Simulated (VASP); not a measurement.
Wanted: the native input for a VASP 6.6.1 run.

| Property | Result |
| --- | --- |
| Task | single point |
| Functional | LDA |
| Potentials or basis | VASP PAW LDA potentials, release 64 (Zn, O) |
| Cutoff | 520 eV |
| k mesh | 9 × 9 × 6 |
| Occupations | gaussian, width 0.01 eV |
| Spin | no spin polarisation |
| Dipole correction | no |
| Further INCAR settings | ALGO = Normal; EDIFF = 1e-06; NBANDS = 26 |

The structure of ZnO lies in POSCAR:

```
ZnO
1.0
    3.2309097002      0.0000000000      0.0000000000
   -1.6154548501      2.7980498777      0.0000000000
    0.0000000000      0.0000000000      5.2156080707
Zn O
2 2
Direct
    0.3333333333      0.6666666667      0.0015299806
    0.6666666667      0.3333333333      0.5015299806
    0.3333333333      0.6666666667      0.3804700194
    0.6666666667      0.3333333333      0.8804700194
```

These files were run (other wordings do the same):

INCAR

```
SYSTEM = ZnO
PREC = Accurate
ENCUT = 520
EDIFF = 1E-6
ISMEAR = 0
SIGMA = 0.01
LREAL = .False.
LASPH = .True.
NELM = 80
ALGO = Normal
ISIF = 2
LWAVE = .False.
LCHARG = .True.
GGA = CA
LELF = .True.
LVHAR = .True.
NBANDS = 26
```

KPOINTS

```
Automatic mesh
0
Gamma
  9 9 6
  0 0 0
```

Potentials or basis: VASP PAW LDA potentials, release 64 (Zn, O).

Run with:

```console
$ cat potpaw_LDA.64/Zn/POTCAR potpaw_LDA.64/O/POTCAR > POTCAR
$ mpirun -np 1 vasp_std > vasp.out
```

Results of the run:

- Pressure: -4.8 GPa
- Largest force: 0.004 eV/Å
- Band gap on the k mesh: 0.75 eV

Caveat: the cell stands under tension.

Wall time 40 s on 1 thread of AMD EPYC 7R13 Processor (Zen 3) (shared host), peak memory 0.14 GiB.
